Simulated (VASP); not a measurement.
# CuO (Cc) in VASP: notebook

The runs below take CuO through single point, with BLYP, r2SCAN, PBE.

Program: VASP 6.6.1. These are calculated values, not measurements. Logs are shortened: lines on timing, memory, paths and dates and some standing lists are left out, and cuts for length are marked.

## Step 1: The cell of the first run

It takes space group Cc (No. 9, monoclinic). Conventional cell: a = 4.689 Å, b = 3.427 Å, c = 5.132 Å, α = 90.00°, β = 99.65°, γ = 90.00°. Within 2.5 Å of Cu (site symmetry 1) lie 4 O at 1.91 to 2.02 Å. O (site symmetry 1) has 4 Cu at 1.91 to 2.02 Å within 2.5 Å.

## Step 2: Single point, BLYP

The input, INCAR:

```
PREC = Accurate
ENCUT = 520
EDIFF = 1E-7
ISMEAR = -1
SIGMA = 0.05
LREAL = F
LASPH = T
NELM = 60
ALGO = Normal
ISIF = 2
LWAVE = F
LCHARG = F
GGA = B5
ALDAX = 1.0
AGGAX = 1.0
AGGAC = 1.0
ALDAC = 0.0
NBANDS = 25
```

The input, KPOINTS:

```
Automatic mesh
0
Gamma
  6 6 3
```

The input, POSCAR:

```
CuO
1.0
    2.3446497600     -1.7133998200      0.0000000000
    2.3446497600      1.7133998200      0.0000000000
   -0.8605499100      0.0000000000      5.0594394800
Cu O
2 2
Direct
    0.0032000000      0.4968000000      0.0000000000
    0.4968000000      0.0032000000      0.5000000000
    0.5714000000      0.4056000000      0.2537000000
    0.4056000000      0.5714000000      0.7537000000
```

Potentials or basis: VASP PAW PBE potentials, release 64 (Cu, O).

The run is started by

```sh
cat potpaw_PBE.64/Cu/POTCAR potpaw_PBE.64/O/POTCAR > POTCAR
mpirun -np 1 vasp_std > vasp.out
```

OUTCAR:

```text
PREC = Accurate
   ENCUT = 520
   EDIFF = 1E-7
   ISMEAR = -1
   LREAL = F
   LASPH = T
   NELM = 60
   ISIF = 2
   GGA = B5

 ion  position               nearest neighbor table
   1  0.003  0.497  0.000-   4 1.91   3 1.93   4 1.98   3 2.02
   2  0.497  0.003  0.500-   3 1.91   4 1.93   3 1.98   4 2.02
   3  0.571  0.406  0.254-   2 1.91   1 1.93   2 1.98   1 2.02
   4  0.406  0.571  0.754-   1 1.91   2 1.93   1 1.98   2 2.02

  LATTYP: Found a base centered monoclinic cell.
 ALAT       =     4.6892995200
 B/A-ratio  =     0.7307700490
 C/A-ratio  =     1.0944283419
 COS(beta)  =    -0.1676798045

  Lattice vectors:

 A1 = (   2.3446497600,  -1.7133998200,   0.0000000000)
 A2 = (   2.3446497600,   1.7133998200,   0.0000000000)
 A3 = (  -0.8605499100,   0.0000000000,   5.0594394800)

Analysis of symmetry for initial positions (statically):
=====================================================================
 Subroutine PRICEL returns:
 Original cell was already a primitive cell.

 Routine SETGRP: Setting up the symmetry group for a
 base centered monoclinic supercell.

 Subroutine GETGRP returns: Found  2 space group operations
 (whereof  1 operations were pure point group operations)
 out of a pool of  4 trial point group operations.

The static configuration has the point symmetry C_1 .
 The point group associated with its full space group is C_1h.

Analysis of symmetry for dynamics (positions and initial velocities):
=====================================================================
 Subroutine PRICEL returns:
 Original cell was already a primitive cell.

 Routine SETGRP: Setting up the symmetry group for a
 base centered monoclinic supercell.

 Subroutine GETGRP returns: Found  2 space group operations
 (whereof  1 operations were pure point group operations)
 out of a pool of  4 trial point group operations.

The dynamic configuration has the point symmetry C_1 .
 The point group associated with its full space group is C_1h.

 Subroutine INISYM returns: Found  2 space group operations
 (whereof  1 operations are pure point group operations),
 and found     1 'primitive' translations

----------------------------------------------------------------------------------------

                                     Primitive cell

  volume of cell :      40.6508

  direct lattice vectors                    reciprocal lattice vectors
     2.344649760 -1.713399820  0.000000000     0.213251467 -0.291817470  0.036271514
     2.344649760  1.713399820  0.000000000     0.213251467  0.291817470  0.036271514
    -0.860549910  0.000000000  5.059439480     0.000000000  0.000000000  0.197650353

  length of vectors
     2.903983719  2.903983719  5.132102298     0.363248188  0.363248188  0.197650353

  position of ions in fractional coordinates (direct lattice)
     0.003200000  0.496800000  0.000000000
     0.496800000  0.003200000  0.500000000
     0.571400000  0.405600000  0.253700000
     0.405600000  0.571400000  0.753700000

  ion indices of the primitive-cell ions
   primitive index   ion index
                 1           1
                 2           2
                 3           3
                 4           4

----------------------------------------------------------------------------------------

 KPOINTS: Automatic mesh

Automatic generation of k-mesh.
 Grid dimensions read from file:
 generate k-points for:    6    6    3

 Generating k-lattice:

  Cartesian coordinates                     Fractional coordinates (reciprocal lattice)
     0.035541911 -0.048636245  0.006045252     0.166666667 -0.000000000  0.000000000
     0.035541911  0.048636245  0.006045252    -0.000000000  0.166666667  0.000000000
     0.000000000  0.000000000  0.065883451     0.000000000  0.000000000  0.333333333

  Length of vectors
     0.060541365  0.060541365  0.065883451

  Shift w.r.t. Gamma in fractional coordinates (k-lattice)
     0.000000000  0.000000000  0.000000000

 Subroutine IBZKPT returns following result:
 ===========================================

 Found     34 irreducible k-points:

 Following reciprocal coordinates:
            Coordinates               Weight
  0.000000  0.000000  0.000000      1.000000
  0.166667 -0.000000  0.000000      4.000000
  0.333333 -0.000000  0.000000      4.000000
  0.500000 -0.000000  0.000000      2.000000
  0.166667  0.166667  0.000000      2.000000
  0.333333  0.166667  0.000000      4.000000
[... 16 lines left out ...]
 -0.333333  0.166667  0.333333      4.000000
 -0.166667  0.166667  0.333333      4.000000
 [... further k-points ...]
   k-points           NKPTS =     34   k-points in BZ     NKDIM =     34   number of bands    NBANDS=     25
   number of dos      NEDOS =    301   number of ions     NIONS =      4
   total plane-waves  NPLWV =  23040
   dimension x,y,z NGX =    24 NGY =   24 NGZ =   40
   dimension x,y,z NGXF=    48 NGYF=   48 NGZF=   80
   ions per type =               2   2
   NGX,Y,Z   is equivalent  to a cutoff of  13.74, 13.74, 12.96 a.u.
   NGXF,Y,Z  is equivalent  to a cutoff of  27.48, 27.48, 25.91 a.u.
 SYSTEM =  unknown system
   PREC   = accura    normal or accurate (medium, high low for compatibility)
   ISTART =      0    job   : 0-new  1-cont  2-samecut
   ICHARG =      2    charge: 1-file 2-atom 10-const
   ISPIN  =      1    spin polarized calculation?
   LNONCOLLINEAR =      F non collinear calculations
   LSORBIT =      F    spin-orbit coupling
   LASPH  =      T    aspherical Exc in radial PAW
   ENCUT  =  520.0 eV  38.22 Ry    6.18 a.u.   5.40  5.40  9.54*2*pi/ulx,y,z
   NELM   =     60;   NELMIN=  2; NELMDL= -5     # of ELM steps
   EDIFF  = 0.1E-06   stopping-criterion for ELM
   LREAL  =      F    real-space projection
   EDIFFG = 0.1E-05   stopping-criterion for IOM
   NSW    =      0    number of steps for IOM
   IBRION =     -1    ionic relax: 0-MD 1-quasi-New 2-CG
   NFREE  =      0    steps in history (QN), initial steepest desc. (CG)
   ISIF   =      2    stress and relaxation
   ISYM   =      2    0-nonsym 1-usesym 2-fastsym
   POTIM  = 0.5000    time-step for ionic-motion
   TEBEG  =    0.0;   TEEND  =   0.0 temperature during run
   PSTRESS=    0.0 pullay stress
   NELECT =      34.0000    total number of electrons
   NUPDOWN=      -1.0000    fix difference up-down
   EMIN   =  10.00;   EMAX   =-10.00  energy-range for DOS
   EFERMI =   0.00;   METHOD = LEGACY
   ISMEAR =    -1;   SIGMA  =   0.05  broadening in eV -4-tet -1-fermi 0-gaus
   EFERMI_NEDOS =   21; number of points for ismear=-14 and -15
   IALGO  =     38    algorithm
   IMIX   =      4    mixing-type and parameters
     AMIX     =   0.40;   BMIX     =  1.00
     AMIX_MAG =   1.60;   BMIX_MAG =  1.00
  volume/ion in A,a.u.               =      10.16        68.58
  Fermi-wavevector in a.u.,A,eV,Ry     =   1.542451  2.914810 32.370379  2.379156
  Thomas-Fermi vector in A             =   2.648254
   LORBIT       =      0    0 simple, 1 ext, 2 COOP (PROOUT), +10 PAW based schemes
   GGA     = B5    functional components
   LHFCALC =     F    Hartree Fock is set to
   AEXX    =    0.0000 exact exchange contribution
   IVDW    =     0    specifies the selected vdW correction
   LEPSILON=     F    determine dielectric tensor
   LRPA    =     F    only Hartree local field effects (RPA)
 non-spin polarized calculation
  energy-cutoff  :      520.00
  volume of cell :       40.65
 maximum number of plane-waves:      1129
 NGX is ok and might be reduce to    24
   NGX = 11   NGY = 11   NGZ = 19

 number of electron      33.9999999 magnetization

 Free energy of the ion-electron system (eV)
  ---------------------------------------------------
  ext. energy  EPLUGINS =         0.00000000
  ---------------------------------------------------
  free energy    TOTEN  =       -17.86754509 eV

  energy without entropy =      -17.84563294  energy(sigma->0) =      -17.85658902

 E-fermi :   6.0332     XC(G=0): -11.3642

 val. band max:        5.9948792774   @ k =   0.1667  -0.0000   0.0000
 cond. band min:       6.0464828382   @ k =   0.5000   0.3333   0.3333
 fundamental gap:      0.0516035608
 Fermi energy:         6.0331716273

 k-point     1 :       0.0000    0.0000    0.0000
  band No.  band energies     occupation
      1     -13.7652      2.00000
      2     -12.4618      2.00000
      3      -2.0089      2.00000
      4       0.4905      2.00000
      5       0.8439      2.00000
      6       2.6081      2.00000
[... 17 lines left out ...]
     24      22.7063      0.00000
     25      23.0706      0.00000

 k-point     2 :       0.1667   -0.0000    0.0000
  band No.  band energies     occupation
      1     -13.5883      2.00000
      2     -12.4071      2.00000
      3      -1.7218      2.00000
      4       0.4428      2.00000
      5       0.7881      2.00000
      6       1.2522      2.00000
[... 17 lines left out ...]
     24      21.5828      0.00000
     25      22.7960      0.00000

 k-point     3 :       0.3333   -0.0000    0.0000
  band No.  band energies     occupation
      1     -13.2037      2.00000
      2     -12.2958      2.00000
      3      -1.1340      2.00000
      4      -0.4112      2.00000
      5       0.3489      2.00000
      6       0.8292      2.00000
[... 17 lines left out ...]
     24      19.7920      0.00000
     25      22.1623      0.00000

 k-point     4 :       0.5000   -0.0000    0.0000
  band No.  band energies     occupation
      1     -12.9917      2.00000
      2     -12.2402      2.00000
      3      -1.1107      2.00000
      4      -0.8190      2.00000
      5       0.3593      2.00000
      6       0.8291      2.00000
[... 17 lines left out ...]
     24      18.8245      0.00000
     25      21.8095      0.00000
[... 477 lines left out ...]
 k-point    22 :       0.5000    0.1667    0.3333
  band No.  band energies     occupation
      1     -12.7204      2.00000
      2     -12.4038      2.00000
      3      -0.9692      2.00000
      4      -0.1733      2.00000
      5       0.2734      2.00000
      6       0.4261      2.00000
[... 17 lines left out ...]
     24      19.8561      0.00000
     25      20.8742      0.00000

 k-point    23 :      -0.3333    0.1667    0.3333
  band No.  band energies     occupation
      1     -12.8342      2.00000
      2     -12.4455      2.00000
      3      -0.6090      2.00000
      4      -0.1350      2.00000
      5       0.2036      2.00000
      6       0.5379      2.00000
[... 17 lines left out ...]
     24      19.9894      0.00000
     25      20.8584      0.00000

 k-point    24 :      -0.1667    0.1667    0.3333
  band No.  band energies     occupation
      1     -13.1357      2.00000
      2     -12.6219      2.00000
      3      -0.7489      2.00000
      4       0.0903      2.00000
      5       0.5947      2.00000
      6       0.9592      2.00000
[... 17 lines left out ...]
     24      20.1603      0.00000
     25      21.1176      0.00000

 [... further k-points ...]
[... 5 lines left out ...]
  --------------------------------------------------------------------------------------
  -------------------------------------------------------------------------------------
  Total        3.2967341      3.4026183      3.4437965      0.0000000      0.0000000     -0.5084382
  in kB      129.9347763    134.1080126    135.7309737      0.0000000      0.0000000    -20.0391650
  external PRESSURE =     133.2579209 kB  Pullay stress =       0.0000000 kB

 VOLUME and BASIS-vectors are now :
 -----------------------------------------------------------------------------
  energy-cutoff  :      520.00
  volume of cell :       40.65
      direct lattice vectors                 reciprocal lattice vectors
     2.344649760 -1.713399820  0.000000000     0.213251467 -0.291817470  0.036271514
     2.344649760  1.713399820  0.000000000     0.213251467  0.291817470  0.036271514
    -0.860549910  0.000000000  5.059439480     0.000000000  0.000000000  0.197650353

 POSITION                                       TOTAL-FORCE (eV/Angst)
 -----------------------------------------------------------------------------------
      1.17232      0.84573      0.00000        -0.654182      0.385001      0.265288
      0.74205     -0.84573      2.52972        -0.654182     -0.385001      0.265288
      2.07240     -0.28408      1.28358         0.654182      0.222256     -0.265288
      1.64213      0.28408      3.81330         0.654182     -0.222256     -0.265288
 -----------------------------------------------------------------------------------
    total drift:                               -0.000284      0.000000     -0.000384

  FREE ENERGIE OF THE ION-ELECTRON SYSTEM (eV)
  ---------------------------------------------------
  free  energy   TOTEN  =       -17.8675450899 eV

  energy  without entropy=      -17.8456329427  energy(sigma->0) =      -17.85658902
```

Run time: 41 s. Hardware: 1 thread of Intel Xeon Platinum 8488C (Sapphire Rapids), shared host; peak memory 0.17 GiB.

Results:

| Item | Value |
| --- | --- |
| Free energy | -17.8675 eV |
| Pressure | 13.3 GPa |
| Largest force | 0.804 eV/Å |
| Band gap on the k mesh | zero (band 17 reaches 6.22 eV, above the bottom of band 18 at 5.75 eV) |

Forces on the atoms (eV/Å):
```
Cu  -0.654  0.385  0.265
Cu  -0.654 -0.385  0.265
O    0.654  0.222 -0.265
O    0.654 -0.222 -0.265
```

Stress tensor (GPa, compression positive):
```
12.99  0.00 -2.00
 0.00 13.41  0.00
-2.00  0.00 13.57
```

Levels at points of the mesh, in eV from the Fermi level:
```
           k point  band 15  band 16  band 17  band 18  band 19  band 20
(0.00, 0.00, 0.00)    -2.21    -1.75     0.19     0.88     1.85     6.33
(0.50, 0.00, 0.00)    -1.55    -1.46    -0.05     0.26     5.02     6.47
(0.50, 0.50, 0.00)    -1.71    -1.31    -0.72     1.03     3.59     7.08
```

Caveat: the k points lie up to 0.41 Å⁻¹ apart; the PAW data sets were made with another functional, which shifts forces and pressure a little; semilocal functionals often make such compounds metallic where correlation or magnetic order opens a gap, which also shifts bond lengths. With open d or f shells a metallic result of BLYP can be an artefact of self-interaction; +U or a hybrid may open a gap.

## Step 3: Single point, r2SCAN

POSCAR is that of step 2.

The input, INCAR.step1:

```
SYSTEM = CuO
PREC = Accurate
ENCUT = 520
ISMEAR = -1
SIGMA = 0.05
LREAL = .False.
LASPH = .True.
NELM = 60
NBANDS = 25
GGA = PE
ALGO = Normal
EDIFF = 1E-4
LWAVE = .True.
LCHARG = .False.
```

The input, INCAR.step2:

```
SYSTEM = CuO
PREC = Accurate
ENCUT = 520
EDIFF = 1E-7
ISMEAR = -1
SIGMA = 0.05
LREAL = .False.
LASPH = .True.
NELM = 60
ALGO = Normal
ISIF = 2
LWAVE = .False.
LCHARG = .True.
METAGGA = R2SCAN
LMIXTAU = .True.
LELF = .True.
LVHAR = .True.
NBANDS = 25
ISTART = 1
```

The input, KPOINTS:

```
Automatic mesh
0
Gamma
  6 6 3
  0 0 0
```

Potentials or basis: VASP PAW PBE potentials, release 64 (Cu, O).

The run is started by

```sh
cat potpaw_PBE.64/Cu/POTCAR potpaw_PBE.64/O/POTCAR > POTCAR
cp INCAR.step1 INCAR
mpirun -np 1 vasp_std > vasp.out
cp INCAR.step2 INCAR
mpirun -np 1 vasp_std > vasp.out
```

Run time: 92 s. Hardware: 1 thread of Intel Xeon Platinum 8488C (Sapphire Rapids), shared host; peak memory 0.18 GiB.

Results (log left out):

| Property | Result |
| --- | --- |
| Free energy | -36.3187 eV |
| Pressure | -0.3 GPa |
| Largest force | 0.745 eV/Å |
| Band gap on the k mesh | zero (band 17 reaches 5.69 eV, above the bottom of band 18 at 5.21 eV) |

Forces on the atoms (eV/Å):
```
Cu  -0.607  0.353  0.249
Cu  -0.607 -0.353  0.249
O    0.607  0.288 -0.249
O    0.607 -0.288 -0.249
```

Stress tensor (GPa, compression positive):
```
-0.75  0.00 -1.26
 0.00  0.83  0.00
-1.26  0.00 -0.97
```

Levels at points of the mesh, in eV from the Fermi level:
| k point | band 14 | band 15 | band 16 | band 17 | band 18 | band 19 | band 20 | band 21 |
| --- | --- | --- | --- | --- | --- | --- | --- | --- |
| (0.00, 0.00, 0.00) | -2.43 | -2.33 | -1.89 | 0.18 | 0.92 | 2.02 | 6.53 | 8.69 |
| (0.50, 0.00, 0.00) | -1.80 | -1.67 | -1.58 | -0.04 | 0.28 | 5.31 | 6.83 | 7.45 |
| (0.50, 0.50, 0.00) | -2.31 | -1.73 | -1.41 | -0.78 | 1.08 | 3.75 | 7.54 | 9.04 |

Caveat: the k points lie up to 0.41 Å⁻¹ apart; the PAW data sets were made with another functional, which shifts forces and pressure a little; semilocal functionals often make such compounds metallic where correlation or magnetic order opens a gap, which also shifts bond lengths.

## Step 4: Single point, PBE

The input, INCAR:

```
SYSTEM = CuO
PREC     = Accurate       ! precision mode
ENCUT    = 520            ! plane-wave cutoff, eV
EDIFF    = 1E-6           ! SCF threshold, eV
ISMEAR   = -1             ! smearing method
SIGMA    = 0.03           ! smearing width, eV
LREAL    = .False.        ! projectors in reciprocal space
LASPH    = .True.         ! aspherical terms in the spheres
NELM     = 60             ! most SCF steps
ALGO     = Normal         ! electronic algorithm
ISIF     = 2              ! what is computed and relaxed
LWAVE    = .False.        ! write WAVECAR
LCHARG   = .False.        ! write CHGCAR
GGA      = PE             ! functional
NBANDS   = 25             ! bands
```

The input, KPOINTS:

```
regular mesh
0
Gamma
  6 6 3
  0 0 0
```

POSCAR is that of step 3.

The run is started by

```sh
cat potpaw_PBE.64/Cu/POTCAR potpaw_PBE.64/O/POTCAR > POTCAR
mpirun -np 1 vasp_std > vasp.out
```

It took 17 s on 1 thread of Intel Xeon 6975P-C, shared host; peak memory 0.17 GiB.

The run converged. Its results:

| Item | Value |
| --- | --- |
| Free energy | -19.4655 eV |
| Pressure | 6.5 GPa |
| Largest force | 0.764 eV/Å |
| Band gap on the k mesh | zero (band 17 reaches 5.90 eV, above the bottom of band 18 at 5.42 eV) |

Forces on the atoms (eV/Å):
```
Cu  -0.618  0.372  0.252
Cu  -0.618 -0.372  0.252
O    0.618  0.258 -0.252
O    0.618 -0.258 -0.252
```

Stress tensor (GPa, compression positive):
```
 6.27  0.00 -1.88
 0.00  6.99  0.00
-1.88  0.00  6.14
```

Levels at points of the mesh, in eV from the Fermi level:
| k point | band 15 | band 16 | band 17 | band 18 | band 19 | band 20 |
| --- | --- | --- | --- | --- | --- | --- |
| (0.00, 0.00, 0.00) | -2.17 | -1.69 | 0.19 | 0.89 | 1.69 | 6.03 |
| (0.50, 0.00, 0.00) | -1.51 | -1.43 | -0.06 | 0.26 | 4.89 | 6.30 |
| (0.50, 0.50, 0.00) | -1.71 | -1.25 | -0.68 | 1.04 | 3.37 | 7.03 |

Caveat: the k points lie up to 0.41 Å⁻¹ apart; semilocal functionals often make such compounds metallic where correlation or magnetic order opens a gap, which also shifts bond lengths.

## Step 5: Overview

```csv
level,smearing,gap on the mesh (eV),pressure (GPa),largest force (eV/Å)
BLYP,fermi-dirac 0.05 eV,none,13.3,0.80
r2SCAN,fermi-dirac 0.05 eV,none,-0.3,0.75
PBE,fermi-dirac 0.03 eV,none,6.5,0.76
```

Alike in all rows: task single point; potentials or basis VASP PAW PBE potentials, release 64 (Cu, O); no spin polarisation; cell as given; k mesh 6 × 6 × 3; cutoff (eV) 520.

Caveats: all runs use coarse meshes; semilocal functionals often make such compounds metallic where correlation or magnetic order opens a gap, which also shifts bond lengths; the PAW data sets were made with another functional, which shifts forces and pressure a little (some runs).

Total energies depend on the potentials used, so only differences within one code and one set of settings carry meaning.
